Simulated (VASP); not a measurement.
Wanted: the native input for a VASP 6.6.1 run.

| Quantity | Value |
| --- | --- |
| Task | single point |
| Functional | PBEsol |
| Potentials or basis | VASP PAW PBE potentials, release 64 (Ti_sv, O) |
| Cutoff | 520 eV |
| k mesh | 8 × 8 × 10 |
| Occupations | gaussian, width 0.05 eV |
| Spin | no spin polarisation |
| Dipole correction | no |
| Further INCAR settings | ALGO = Normal; EDIFF = 1e-06; NBANDS = 33 |

The structure of TiO2 lies in POSCAR:

```
TiO2
1.0
    4.3205294282      0.0000000000      0.0000000000
    0.0000000000      4.3205294282      0.0000000000
    0.0000000000      0.0000000000      3.3188391132
Ti O
2 4
Direct
    0.0000000000      0.0000000000      0.0000000000
    0.5000000000      0.5000000000      0.5000000000
    0.3044387440      0.3044387440      0.0000000000
    0.1955612560      0.8044387440      0.5000000000
    0.6955612560      0.6955612560      0.0000000000
    0.8044387440      0.1955612560      0.5000000000
```

This cell differs from its parent crystal: ratio of the length along z to the lengths across it x 1.2, volume and fractional coordinates fixed.

The input as run:

INCAR

```
SYSTEM = TiO2
PREC = Accurate
ENCUT = 520
EDIFF = 1E-6
ISMEAR = 0
SIGMA = 0.05
LREAL = .False.
LASPH = .True.
NELM = 100
ALGO = Normal
ISIF = 2
LWAVE = .False.
LCHARG = .False.
GGA = PS
NBANDS = 33
```

KPOINTS

```
Automatic mesh
0
Gamma
  8 8 10
  0 0 0
```

Potentials or basis: VASP PAW PBE potentials, release 64 (Ti_sv, O).

Command:

```bash
$ cat potpaw_PBE.64/Ti_sv/POTCAR potpaw_PBE.64/O/POTCAR > POTCAR
$ mpirun -np 1 vasp_std > vasp.out
```

Results of the run:

| Property | Result |
| --- | --- |
| Pressure | -2.1 GPa |
| Largest force | 0.291 eV/Å |
| Band gap on the k mesh | 1.90 eV, direct |

Caveat: the PAW data sets were made with another functional, which shifts forces and pressure a little.

It took 2.6 min on 1 thread of Intel Xeon 6975P-C, with other jobs on the host, peak memory 0.27 GiB.
